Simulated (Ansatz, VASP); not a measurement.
## Two plane-wave programs on SnO

File INCAR:

```
SYSTEM = SnO
PREC = Accurate ; ENCUT = 520
EDIFF = 1E-6 ; ISMEAR = 0
SIGMA = 0.15 ; LREAL = .FALSE.
LASPH = .TRUE. ; NELM = 60
ALGO = Normal ; ISIF = 2
LWAVE = .FALSE. ; LCHARG = .FALSE.
GGA = CA ; NBANDS = 28
```

KPOINTS

```
Automatic mesh
0
G
  10 10 8
  0 0 0
```

Contents of POSCAR:

```
SnO
1.0
    3.8548000000      0.0000000000      0.0000000000
    0.0000000000      3.8548000000      0.0000000000
    0.0000000000      0.0000000000      4.2829000000
Sn O
2 2
Direct
    0.0000000000      0.5000000000      0.2457459271
    0.5000000000      0.0000000000      0.7542540729
    0.0000000000      0.0000000000      0.0000000000
    0.5000000000      0.5000000000      0.0000000000
```

Input for Ansatz:

```yaml
crystal:
  lattice:
    - [3.8548, 0.0, 0.0]
    - [0.0, 3.8548, 0.0]
    - [0.0, 0.0, 4.2829]
  atoms:
    - { symbol: Sn, position: [0.0, 0.5, 0.2457459271] }
    - { symbol: Sn, position: [0.5, 0.0, 0.7542540729] }
    - { symbol: O, position: [0.0, 0.0, 0.0] }
    - { symbol: O, position: [0.5, 0.5, 0.0] }
basis:
  ecutwfc: 520.0
kpoints:
  mp_grid: { grid: [10, 10, 8] }
hamiltonian:
  xc: lda
scf:
  occupations: { method: gaussian, width: 0.15 }
output:
  forces: true
  stress: true
  eigenvalues: true
```

Alike in both runs: task single point; functional LDA; k mesh 10 × 10 × 8; occupations gaussian, width 0.15 eV; no spin polarisation.

|  | VASP | Ansatz |
| --- | --- | --- |
| version | VASP 6.6.1 | Ansatz 0.2.0 |
| potentials or method | VASP PAW LDA potentials, release 64 (Sn_d, O), cutoff 520 eV | scalar-relativistic, plane waves, PAW |
| valence electrons in the cell | 40 | 40 |

|  | VASP | Ansatz | Ansatz less VASP |
| --- | --- | --- | --- |
| gap on the k mesh at the Fermi level (eV) | 0.25 | 0.27 | +0.022 |
| least direct gap on the mesh (eV) | 1.50 | 1.53 | +0.034 |
| pressure (GPa) | 2.7 | 2.2 | -0.49 |
| traceless stress, the component that is largest in VASP (GPa) | 4.40 | 4.45 | +0.053 |
| rms of the force components (eV/Å) | 0.365 | 0.316 | -0.0484 |

LDA's correlation is that of Perdew and Zunger in VASP and of Perdew and Wang (1992) in Ansatz. Atom by atom the forces differ by 0.048 eV/Å (rms over components).
